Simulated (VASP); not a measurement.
# LiMo2 (Fd-3m) in VASP: notebook, part 2 of 2

VASP 6.6.1. Earlier steps stand in the parts before.

**3. Relaxation of cell and atoms, PBE**

This run uses another cell than the first one, of 17.18 Å³/atom.

Input file INCAR:

```
PREC     = Accurate       # precision mode
ENCUT    = 600            # plane-wave cutoff, eV
EDIFF    = 1E-6           # SCF threshold, eV
ISMEAR   = 0              # smearing method
SIGMA    = 0.1            # smearing width, eV
LREAL    = False          # projectors in reciprocal space
LASPH    = True           # aspherical terms in the spheres
NELM     = 60             # most SCF steps
ALGO     = Fast           # electronic algorithm
ISIF     = 3              # what is computed and relaxed
LWAVE    = False          # write WAVECAR
LCHARG   = False          # write CHGCAR
GGA      = PE             # functional
IBRION   = 2              # ionic algorithm
NSW      = 100            # ionic steps
EDIFFG   = -0.01          # ionic threshold
```

Input file KPOINTS:

```
Automatic mesh
0
Gamma
  10 10 10
```

Input file POSCAR:

```
LiMo2
1.0
    0.0000000000      3.7216016476      3.7216016476
    3.7216016476      0.0000000000      3.7216016476
    3.7216016476      3.7216016476      0.0000000000
Li Mo
2 4
Direct
    0.0000000000      0.0000000000      0.0000000000
    0.2500000000      0.2500000000      0.2500000000
    0.6250000000      0.1250000000      0.6250000000
    0.6250000000      0.6250000000      0.1250000000
    0.1250000000      0.6250000000      0.6250000000
    0.6250000000      0.6250000000      0.6250000000
```

Potentials or basis: VASP PAW PBE potentials, release 64 (Li_sv, Mo_sv).

Started as:

```bash
$ cat potpaw_PBE.64/Li_sv/POTCAR potpaw_PBE.64/Mo_sv/POTCAR > POTCAR
$ mpirun -np 1 vasp_std > vasp.out
```

OUTCAR:

```text
PREC = Accurate
   ENCUT = 600
   EDIFF = 1E-6
   ISMEAR = 0
   LREAL = False
   LASPH = True
   NELM = 60
   ISIF = 3
   GGA = PE
   IBRION = 2
   NSW = 100
   EDIFFG = -0.01

 ion  position               nearest neighbor table
   1  0.000  0.000  0.000-
   2  0.250  0.250  0.250-
   3  0.625  0.125  0.625-   6 2.63   4 2.63   4 2.63   5 2.63   6 2.63   5 2.63
   4  0.625  0.625  0.125-   6 2.63   3 2.63   5 2.63   6 2.63   3 2.63   5 2.63
   5  0.125  0.625  0.625-   6 2.63   4 2.63   3 2.63   3 2.63   4 2.63   6 2.63
   6  0.625  0.625  0.625-   3 2.63   4 2.63   5 2.63   4 2.63   3 2.63   5 2.63

  LATTYP: Found a face centered cubic cell.
 ALAT       =     7.4432032952

  Lattice vectors:

 A1 = (   0.0000000000,   3.7216016476,   3.7216016476)
 A2 = (   3.7216016476,   0.0000000000,   3.7216016476)
 A3 = (   3.7216016476,   3.7216016476,   0.0000000000)

Analysis of symmetry for initial positions (statically):
=====================================================================
 Subroutine PRICEL returns:
 Original cell was already a primitive cell.
[... 180 lines left out ...]
  free energy    TOTEN  =       -43.75526110 eV

  energy without entropy =      -43.72759981  energy(sigma->0) =      -43.74143045

------------------------ aborting loop because EDIFF is reached ----------------------------------------

  FORCE on cell =-STRESS in cart. coord.  units (eV):
  Direction    XX          YY          ZZ          XY          YZ          ZX
  --------------------------------------------------------------------------------------
  -------------------------------------------------------------------------------------
  Total       -0.6253031     -0.6253031     -0.6253031      0.0000000     -0.0000000      0.0000000
  in kB       -9.7181039     -9.7181039     -9.7181039      0.0000000     -0.0000000      0.0000000
  external PRESSURE =      -9.7181039 kB  Pullay stress =       0.0000000 kB
[... 67 lines left out ...]
--------------------------------------- Ionic step        3  -------------------------------------------

 number of electron      61.9999983 magnetization

 Free energy of the ion-electron system (eV)
  ---------------------------------------------------
  ext. energy  EPLUGINS =         0.00000000
  ---------------------------------------------------
  free energy    TOTEN  =       -43.75796043 eV

  energy without entropy =      -43.73042481  energy(sigma->0) =      -43.74419262

 E-fermi :   7.4066     XC(G=0): -11.0744

 val. band max:        7.3969999806   @ k =  -0.4000   0.3000   0.1000
 cond. band min:       7.4113668227   @ k =  -0.3000   0.1000   0.0000
 fundamental gap:      0.0143668422
 Fermi energy:         7.4065670373

 k-point     1 :       0.0000    0.0000    0.0000
  band No.  band energies     occupation
      1     -53.5290      2.00000
      2     -53.1779      2.00000
      3     -53.1779      2.00000
      4     -53.1779      2.00000
      5     -37.5418      2.00000
      6     -37.5342      2.00000
[... 949 lines left out ...]
     36       8.4089      0.00000
     37       9.5130      0.00000

 [... further k-points ...]
[... 5 lines left out ...]
  --------------------------------------------------------------------------------------
  -------------------------------------------------------------------------------------
  Total       -0.0349207     -0.0349207     -0.0349207      0.0000000      0.0000000      0.0000000
  in kB       -0.5472643     -0.5472643     -0.5472643      0.0000000      0.0000000      0.0000000
  external PRESSURE =      -0.5472643 kB  Pullay stress =       0.0000000 kB
[... 21 lines left out ...]
  FREE ENERGIE OF THE ION-ELECTRON SYSTEM (eV)
  ---------------------------------------------------
  free  energy   TOTEN  =       -43.7579604344 eV

  energy  without entropy=      -43.7304248056  energy(sigma->0) =      -43.74419262

 reached required accuracy - stopping structural energy minimisation
```

OSZICAR:

```text
N       E                     dE             d eps       ncg     rms          rms(c)
DAV:   1     0.816756303100E+03    0.81676E+03   -0.39630E+04  3478   0.192E+03
DAV:   2    -0.843969657493E+01   -0.82520E+03   -0.80830E+03  3766   0.554E+02
DAV:   3    -0.440544778927E+02   -0.35615E+02   -0.34149E+02  5532   0.992E+01
[... 69 lines left out ...]
RMM:  10    -0.437579553240E+02   -0.53046E-05   -0.41446E-05  4120   0.278E-02    0.947E-03
RMM:  11    -0.437579580718E+02   -0.27478E-05   -0.32663E-05  3394   0.205E-02    0.976E-03
RMM:  12    -0.437579596680E+02   -0.15962E-05   -0.16610E-05  3112   0.164E-02    0.108E-02
RMM:  13    -0.437579602992E+02   -0.63118E-06   -0.11670E-05  2947   0.140E-02    0.891E-03
RMM:  14    -0.437579604344E+02   -0.13521E-06   -0.79568E-06  2949   0.123E-02
   3 F= -.43757960E+02 E0= -.43744193E+02  d E =-.269933E-02
```

Run time: 11 min. Hardware: 1 thread of Intel Xeon 6975P-C (Granite Rapids), shared host; peak memory 0.39 GiB.

What came out:

* Free energy: -43.7580 eV
* Relaxed volume: 17.04 Å³/atom
* Relaxed cell: a = 5.249 Å, b = 5.249 Å, c = 5.249 Å, α = 60.00°, β = 60.00°, γ = 60.00°
* Space group after relaxing (to 0.1 Å): Fd-3m (No. 227)
* Energy gained by relaxing: 0.4 meV/atom
* Ionic steps: 3
* Pressure after relaxing: -0.1 GPa
* Band gap on the k mesh: zero (bands 31 and 32 overlap by 2.68 eV)

The path:
| step | energy change (eV) | largest force (eV/Å) | pressure (GPa) | volume (Å³) |
| --- | --- | --- | --- | --- |
| 1 | 0.0000 | 0.0000 | -0.97 | 103.09 |
| 2 | -0.0008 | 0.0000 | 0.91 | 101.54 |
| 3 | -0.0027 | 0.0000 | -0.05 | 102.23 |

Final structure:
```
Li Mo
1.0
     0.00000    3.71127    3.71127
     3.71127    0.00000    3.71127
     3.71127    3.71127    0.00000
Li Mo
2 4
Cartesian
  0.0000 0.0000 0.0000
  1.8556 1.8556 1.8556
  2.7834 4.6391 2.7834
  2.7834 2.7834 4.6391
  4.6391 2.7834 2.7834
  4.6391 4.6391 4.6391
```

Caveat: the cutoff is under 1.25 times the usual one of these potentials, so pressure, stress and relaxed cells hold a basis-set (Pulay) error.
